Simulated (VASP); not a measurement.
# C (Fmmm) in VASP: notebook, part 2 of 3

VASP 6.6.1. The steps go on from the part before.

### Step 3. Single point, LDA (strain +0.015 along x and y, -0.015 along z)

The input, INCAR:

```
SYSTEM = C
  PREC = Accurate
  ENCUT = 520
  EDIFF = 1E-6
  ISMEAR = 0
  SIGMA = 0.05
  LREAL = .FALSE.
  LASPH = .TRUE.
  NELM = 60
  ALGO = Normal
  ISIF = 2
  LWAVE = .FALSE.
  LCHARG = .FALSE.
  NBANDS = 11
```

The input, KPOINTS:

```
Automatic mesh
0
G
  14 14 14
  0 0 0
```

The input, POSCAR:

```
C
1.0
    0.0000000000      2.1589050000      3.2977800000
    1.2464200000      0.0000000000      3.2977800000
    1.2464200000      2.1589050000      0.0000000000
C
2
Direct
    0.1666700000      0.8333300000      0.1666700000
    0.8333300000      0.1666700000      0.8333300000
```

Potentials or basis: VASP PAW LDA potentials, release 64 (C).

Launch:

```bash
$ cat potpaw_LDA.64/C/POTCAR > POTCAR
$ mpirun -np 1 vasp_std > vasp.out
```

OUTCAR:

```text
SYSTEM = C
   PREC = Accurate
   ENCUT = 520
   EDIFF = 1E-6
   ISMEAR = 0
   LREAL = .FALSE.
   LASPH = .TRUE.
   NELM = 60
   ISIF = 2

 ion  position               nearest neighbor table
   1  0.167  0.833  0.167-   2 1.44   2 1.44   2 1.44
   2  0.833  0.167  0.833-   1 1.44   1 1.44   1 1.44

  LATTYP: Found a face centered orthorhombic cell.
 ALAT       =     2.4928400000
 B/A-ratio  =     1.7320846906
 C/A-ratio  =     2.6458015757

  Lattice vectors:

 A1 = (   0.0000000000,   2.1589050000,   3.2977800000)
 A2 = (   1.2464200000,   0.0000000000,   3.2977800000)
 A3 = (   1.2464200000,   2.1589050000,   0.0000000000)

Analysis of symmetry for initial positions (statically):
=====================================================================
 Subroutine PRICEL returns:
 Original cell was already a primitive cell.

 Routine SETGRP: Setting up the symmetry group for a
 face centered orthorhombic supercell.

 Subroutine GETGRP returns: Found  8 space group operations
 (whereof  8 operations were pure point group operations)
 out of a pool of  8 trial point group operations.

The static configuration has the point symmetry D_2h.

Analysis of symmetry for dynamics (positions and initial velocities):
=====================================================================
 Subroutine PRICEL returns:
 Original cell was already a primitive cell.

 Routine SETGRP: Setting up the symmetry group for a
 face centered orthorhombic supercell.

 Subroutine GETGRP returns: Found  8 space group operations
 (whereof  8 operations were pure point group operations)
 out of a pool of  8 trial point group operations.

The dynamic configuration has the point symmetry D_2h.

 Subroutine INISYM returns: Found  8 space group operations
 (whereof  8 operations are pure point group operations),
 and found     1 'primitive' translations

----------------------------------------------------------------------------------------

                                     Primitive cell

  volume of cell :      17.7480

  direct lattice vectors                    reciprocal lattice vectors
     0.000000000  2.158905000  3.297780000    -0.401148890  0.231598889  0.151617149
     1.246420000  0.000000000  3.297780000     0.401148890 -0.231598889  0.151617149
     1.246420000  2.158905000  0.000000000     0.401148890  0.231598889 -0.151617149

  length of vectors
     3.941601670  3.525466741  2.492876574     0.487387154  0.487387154  0.487387154

  position of ions in fractional coordinates (direct lattice)
     0.166670000  0.833330000  0.166670000
     0.833330000  0.166670000  0.833330000

  ion indices of the primitive-cell ions
   primitive index   ion index
                 1           1
                 2           2

----------------------------------------------------------------------------------------

 KPOINTS: Automatic mesh

Automatic generation of k-mesh.
 Grid dimensions read from file:
 generate k-points for:   14   14   14

 Generating k-lattice:

  Cartesian coordinates                     Fractional coordinates (reciprocal lattice)
    -0.028653492  0.016542778  0.010829796     0.071428571  0.000000000  0.000000000
     0.028653492 -0.016542778  0.010829796     0.000000000  0.071428571  0.000000000
     0.028653492  0.016542778 -0.010829796     0.000000000  0.000000000  0.071428571

  Length of vectors
     0.034813368  0.034813368  0.034813368

  Shift w.r.t. Gamma in fractional coordinates (k-lattice)
     0.000000000  0.000000000  0.000000000

 Subroutine IBZKPT returns following result:
 ===========================================

 Found    428 irreducible k-points:

 Following reciprocal coordinates:
            Coordinates               Weight
  0.000000  0.000000  0.000000      1.000000
  0.071429  0.000000  0.000000      8.000000
  0.142857  0.000000  0.000000      8.000000
  0.214286  0.000000  0.000000      8.000000
  0.285714  0.000000  0.000000      8.000000
  0.357143  0.000000  0.000000      8.000000
[... 16 lines left out ...]
  0.214286  0.142857  0.000000      8.000000
  0.285714  0.142857 -0.000000      8.000000
 [... further k-points ...]
   k-points           NKPTS =    428   k-points in BZ     NKDIM =    428   number of bands    NBANDS=     11
   number of dos      NEDOS =    301   number of ions     NIONS =      2
   total plane-waves  NPLWV =  16800
   dimension x,y,z NGX =    30 NGY =   28 NGZ =   20
   dimension x,y,z NGXF=    60 NGYF=   56 NGZF=   40
   ions per type =               2
   NGX,Y,Z   is equivalent  to a cutoff of  12.65, 13.20, 13.34 a.u.
   NGXF,Y,Z  is equivalent  to a cutoff of  25.31, 26.41, 26.68 a.u.
 SYSTEM =  C
   PREC   = accura    normal or accurate (medium, high low for compatibility)
   ISTART =      0    job   : 0-new  1-cont  2-samecut
   ICHARG =      2    charge: 1-file 2-atom 10-const
   ISPIN  =      1    spin polarized calculation?
   LNONCOLLINEAR =      F non collinear calculations
   LSORBIT =      F    spin-orbit coupling
   LASPH  =      T    aspherical Exc in radial PAW
   ENCUT  =  520.0 eV  38.22 Ry    6.18 a.u.   7.33  6.56  4.64*2*pi/ulx,y,z
   NELM   =     60;   NELMIN=  2; NELMDL= -5     # of ELM steps
   EDIFF  = 0.1E-05   stopping-criterion for ELM
   LREAL  =      F    real-space projection
   EDIFFG = 0.1E-04   stopping-criterion for IOM
   NSW    =      0    number of steps for IOM
   IBRION =     -1    ionic relax: 0-MD 1-quasi-New 2-CG
   NFREE  =      0    steps in history (QN), initial steepest desc. (CG)
   ISIF   =      2    stress and relaxation
   ISYM   =      2    0-nonsym 1-usesym 2-fastsym
   POTIM  = 0.5000    time-step for ionic-motion
   TEBEG  =    0.0;   TEEND  =   0.0 temperature during run
   PSTRESS=    0.0 pullay stress
   NELECT =       8.0000    total number of electrons
   NUPDOWN=      -1.0000    fix difference up-down
   EMIN   =  10.00;   EMAX   =-10.00  energy-range for DOS
   EFERMI =   0.00;   METHOD = LEGACY
   ISMEAR =     0;   SIGMA  =   0.05  broadening in eV -4-tet -1-fermi 0-gaus
   EFERMI_NEDOS =   21; number of points for ismear=-14 and -15
   IALGO  =     38    algorithm
   IMIX   =      4    mixing-type and parameters
     AMIX     =   0.40;   BMIX     =  1.00
     AMIX_MAG =   1.60;   BMIX_MAG =  1.00
  volume/ion in A,a.u.               =       8.87        59.88
  Fermi-wavevector in a.u.,A,eV,Ry     =   1.255225  2.372032 21.437205  1.575590
  Thomas-Fermi vector in A             =   2.388992
   LORBIT       =      0    0 simple, 1 ext, 2 COOP (PROOUT), +10 PAW based schemes
   GGA     = CA    functional components
   LHFCALC =     F    Hartree Fock is set to
   AEXX    =    0.0000 exact exchange contribution
   IVDW    =     0    specifies the selected vdW correction
   LEPSILON=     F    determine dielectric tensor
   LRPA    =     F    only Hartree local field effects (RPA)
 non-spin polarized calculation
 Gauss-broadening in eV      SIGMA  =   0.05
  energy-cutoff  :      520.00
  volume of cell :       17.75
 maximum number of plane-waves:       501
 NGX is ok and might be reduce to    30
   NGX = 15   NGY = 13   NGZ =  9

 number of electron       8.0000000 magnetization

 Free energy of the ion-electron system (eV)
  ---------------------------------------------------
  ext. energy  EPLUGINS =         0.00000000
  ---------------------------------------------------
  free energy    TOTEN  =       -20.17405513 eV

  energy without entropy =      -20.17405276  energy(sigma->0) =      -20.17405394

 E-fermi :   4.8378     XC(G=0): -10.7929

 val. band max:        4.7516574180   @ k =   0.5000  -0.1429   0.3571
 cond. band min:       4.9449261440   @ k =  -0.1429   0.2143   0.2857
 fundamental gap:      0.1932687260
 Fermi energy:         4.8377579980

 k-point     1 :       0.0000    0.0000    0.0000
  band No.  band energies     occupation
      1     -14.6838      2.00000
      2      -1.6786      2.00000
      3       1.4944      2.00000
      4       1.5280      2.00000
      5       8.6876      0.00000
      6      12.5686      0.00000
      7      12.6575      0.00000
      8      15.3912      0.00000
      9      16.6844      0.00000
     10      26.3911      0.00000
     11      29.9041      0.00000
[... 309 lines left out ...]
 k-point    24 :       0.2857    0.1429   -0.0000
  band No.  band energies     occupation
      1     -14.0753      2.00000
      2      -2.1287      2.00000
      3      -0.1788      2.00000
      4       0.6522      2.00000
      5      11.3424      0.00000
      6      12.6740      0.00000
      7      13.9411      0.00000
      8      14.4540      0.00000
      9      17.5199      0.00000
     10      26.0760      0.00000
     11      27.7771      0.00000

 [... further k-points ...]
[... 5 lines left out ...]
  --------------------------------------------------------------------------------------
  -------------------------------------------------------------------------------------
  Total       -2.4871866     -2.4882943      0.0840666     -0.0000000      0.0000000      0.0000000
  in kB     -224.5273916   -224.6273908      7.5889947     -0.0000000      0.0000000      0.0000000
  external PRESSURE =    -147.1885959 kB  Pullay stress =       0.0000000 kB

 VOLUME and BASIS-vectors are now :
 -----------------------------------------------------------------------------
  energy-cutoff  :      520.00
  volume of cell :       17.75
      direct lattice vectors                 reciprocal lattice vectors
     0.000000000  2.158905000  3.297780000    -0.401148890  0.231598889  0.151617149
     1.246420000  0.000000000  3.297780000     0.401148890 -0.231598889  0.151617149
     1.246420000  2.158905000  0.000000000     0.401148890  0.231598889 -0.151617149

 POSITION                                       TOTAL-FORCE (eV/Angst)
 -----------------------------------------------------------------------------------
      1.24642      0.71965      3.29778         0.000000      0.040357      0.000000
      1.24642      3.59816      3.29778         0.000000     -0.040357      0.000000
 -----------------------------------------------------------------------------------
    total drift:                               -0.000000     -0.000000     -0.000000

  FREE ENERGIE OF THE ION-ELECTRON SYSTEM (eV)
  ---------------------------------------------------
  free  energy   TOTEN  =       -20.1740551332 eV

  energy  without entropy=      -20.1740527565  energy(sigma->0) =      -20.17405394
```

OSZICAR:

```text
N       E                     dE             d eps       ncg     rms          rms(c)
DAV:   1    -0.175542691082E+01   -0.17554E+01   -0.40465E+03  9552   0.645E+02
DAV:   2    -0.209342120702E+02   -0.19179E+02   -0.18385E+02 12361   0.117E+02
DAV:   3    -0.213828765156E+02   -0.44866E+00   -0.44785E+00 11726   0.146E+01
DAV:   4    -0.213846363154E+02   -0.17598E-02   -0.17596E-02 10956   0.114E+00
DAV:   5    -0.213846436393E+02   -0.73239E-05   -0.73232E-05 11717   0.665E-02    0.619E+00
DAV:   6    -0.204609165093E+02    0.92373E+00   -0.83302E-01 10766   0.514E+00    0.351E+00
DAV:   7    -0.201748707412E+02    0.28605E+00   -0.87676E-01 11180   0.531E+00    0.933E-01
DAV:   8    -0.201745355991E+02    0.33514E-03   -0.19519E-02 10524   0.914E-01    0.153E-01
DAV:   9    -0.201740597535E+02    0.47585E-03   -0.10374E-03 11225   0.187E-01    0.587E-02
DAV:  10    -0.201740560274E+02    0.37261E-05   -0.82394E-05 11360   0.618E-02    0.239E-02
DAV:  11    -0.201740551332E+02    0.89425E-06   -0.24266E-06 11015   0.106E-02
   1 F= -.20174055E+02 E0= -.20174054E+02  d E =-.237667E-05
```

Run time: 52 s. Hardware: 1 thread of Intel Xeon 6975P-C (Granite Rapids), shared host; peak memory 0.17 GiB.

What came out:

```
Free energy            : -20.1741 eV
Pressure               : -14.7 GPa
Largest force          : 0.040 eV/Å
Band gap on the k mesh : 0.19 eV, indirect (least direct gap 0.26 eV)
```

Forces in eV/Å, atoms in the order of the input:
```
C    0.000  0.040  0.000
C    0.000 -0.040  0.000
```

Caveat: the cell differs from its parent crystal (strain +0.015 along x and y, -0.015 along z). A k mesh can miss the band edges.

### Step 4. Single point, LDA (strain +0.000 along x and y, +0.030 along z)

The input, INCAR:

```
SYSTEM = C
PREC = Accurate
ENCUT = 520
EDIFF = 1E-6
ISMEAR = 0
SIGMA = 0.05
LREAL = .False.
LASPH = .True.
NELM = 100
ALGO = Normal
ISIF = 2
LWAVE = .False.
LCHARG = .False.
NBANDS = 11
```

The input, KPOINTS:

```
regular mesh
0
Gamma
  14 14 14
  0 0 0
```

The input, POSCAR:

```
C
1.0
    0.0000000000      2.1270000000      3.4484400000
    1.2280000000      0.0000000000      3.4484400000
    1.2280000000      2.1270000000      0.0000000000
C
2
Direct
    0.1666700000      0.8333300000      0.1666700000
    0.8333300000      0.1666700000      0.8333300000
```

Launch:

```bash
$ cat potpaw_LDA.64/C/POTCAR > POTCAR
$ mpirun -np 1 vasp_std > vasp.out
```

It took 49 s on 1 thread of Intel Xeon 6975P-C (Granite Rapids), shared host; peak memory 0.17 GiB.

It converged, with:

```
Free energy            : -20.2187 eV
Pressure               : -3.1 GPa
Largest force          : 0.027 eV/Å
Band gap on the k mesh : 0.45 eV, indirect (least direct gap 0.55 eV)
```

Forces in eV/Å, atoms in the order of the input:
```
C    0.000  0.027  0.000
C    0.000 -0.027  0.000
```

Stress tensor (GPa, compression positive):
```
-4.40  0.00  0.00
 0.00 -4.36  0.00
 0.00  0.00 -0.64
```

Levels at points of the mesh, in eV from the valence-band top:
| k point | band 2 | band 3 | band 4 | band 5 | band 6 | band 7 |
| --- | --- | --- | --- | --- | --- | --- |
| (0.00, 0.00, 0.00) | -6.77 | -3.02 | -3.00 | 3.60 | 8.34 | 8.40 |
| (0.50, 0.00, 0.00) | -13.21 | -6.42 | -2.39 | 1.58 | 7.57 | 12.03 |
| (0.50, 0.50, 0.00) | -8.56 | -3.03 | -3.01 | 8.31 | 8.37 | 9.43 |
| (0.50, 0.00, 0.50) | -13.28 | -6.40 | -1.72 | 2.38 | 7.75 | 10.74 |
| (0.00, 0.50, 0.50) | -13.14 | -6.44 | -2.99 | 0.92 | 7.41 | 13.24 |

Caveat: the cell differs from its parent crystal (strain +0.000 along x and y, +0.030 along z).

### Step 5. Single point, LDA (strain +0.030 along x and y, -0.030 along z)

The input, INCAR:

```
PREC = Accurate
ENCUT = 520
EDIFF = 1E-6
ISMEAR = 0
SIGMA = 0.05
LREAL = False
LASPH = True
NELM = 60
ALGO = Normal
ISIF = 2
LWAVE = False
LCHARG = False
NBANDS = 11
```

The input, KPOINTS:

```
regular mesh
0
Gamma
  14 14 14
```

The input, POSCAR:

```
C
1.0
    0.0000000000      2.1908100000      3.2475600000
    1.2648400000      0.0000000000      3.2475600000
    1.2648400000      2.1908100000      0.0000000000
C
2
Direct
    0.1666700000      0.8333300000      0.1666700000
    0.8333300000      0.1666700000      0.8333300000
```

Potentials or basis: VASP PAW LDA potentials, release 64 (C).

Launch:

```bash
$ cat potpaw_LDA.64/C/POTCAR > POTCAR
$ mpirun -np 1 vasp_std > vasp.out
```

OUTCAR:

```text
PREC = Accurate
   ENCUT = 520
   EDIFF = 1E-6
   ISMEAR = 0
   LREAL = False
   LASPH = True
   NELM = 60
   ISIF = 2

 ion  position               nearest neighbor table
   1  0.167  0.833  0.167-   2 1.46   2 1.46   2 1.46
   2  0.833  0.167  0.833-   1 1.46   1 1.46   1 1.46

  LATTYP: Found a face centered orthorhombic cell.
 ALAT       =     2.5296800000
 B/A-ratio  =     1.7320846906
 C/A-ratio  =     2.5675658581

  Lattice vectors:

 A1 = (   0.0000000000,   2.1908100000,   3.2475600000)
 A2 = (   1.2648400000,   0.0000000000,   3.2475600000)
[... 514 lines left out ...]
      7      13.3910      0.00000
      8      13.9769      0.00000
      9      16.5094      0.00000
     10      25.6427      0.00000
     11      27.2138      0.00000

 [... further k-points ...]
[... 5 lines left out ...]
  --------------------------------------------------------------------------------------
  -------------------------------------------------------------------------------------
  Total       -4.3024831     -4.3202820      0.1663648      0.0000000      0.0000000      0.0000000
  in kB     -383.0030835   -384.5875272     14.8096413      0.0000000      0.0000000      0.0000000
  external PRESSURE =    -250.9269898 kB  Pullay stress =       0.0000000 kB

 VOLUME and BASIS-vectors are now :
 -----------------------------------------------------------------------------
  energy-cutoff  :      520.00
  volume of cell :       18.00
      direct lattice vectors                 reciprocal lattice vectors
     0.000000000  2.190810000  3.247560000    -0.395306916  0.228226090  0.153961744
     1.264840000  0.000000000  3.247560000     0.395306916 -0.228226090  0.153961744
     1.264840000  2.190810000  0.000000000     0.395306916  0.228226090 -0.153961744

 POSITION                                       TOTAL-FORCE (eV/Angst)
 -----------------------------------------------------------------------------------
      1.26484      0.73028      3.24756         0.000000      0.040655      0.000000
      1.26484      3.65134      3.24756         0.000000     -0.040655      0.000000
 -----------------------------------------------------------------------------------
    total drift:                               -0.000000     -0.000000     -0.000000

  FREE ENERGIE OF THE ION-ELECTRON SYSTEM (eV)
  ---------------------------------------------------
  free  energy   TOTEN  =       -20.0725028243 eV

  energy  without entropy=      -20.0724320673  energy(sigma->0) =      -20.07246745
```

stdout:

```text
POSCAR found type information on POSCAR C
 POSCAR found :  1 types and       2 ions
 scaLAPACK will be used
 LDA part: xc-table for (Slater(with rela. corr.)+CA(PZ))
 , standard interpolation
 POSCAR, INCAR and KPOINTS ok, starting setup
 FFT: planning ... GRIDC
 FFT: planning ... GRID_SOFT
 FFT: planning ... GRID
 WAVECAR not read
 entering main loop
```

It took 50 s on 1 thread of Intel Xeon 6975P-C (Granite Rapids), shared host; peak memory 0.17 GiB.

What came out:

```yaml
Free_energy: -20.0725 eV
Pressure: -25.1 GPa
Largest_force: 0.041 eV/Å
Band_gap_on_the_k_mesh: 0.06 eV, indirect (least direct gap 0.10 eV)
```

Forces on the atoms (eV/Å):
```
C    0.000  0.041  0.000
C    0.000 -0.041  0.000
```

Stress tensor (GPa, compression positive):
```
-38.30   0.00   0.00
  0.00 -38.46   0.00
  0.00   0.00   1.48
```

Caveat: the cell differs from its parent crystal (strain +0.030 along x and y, -0.030 along z).

(Continued in part 3 of 3.)
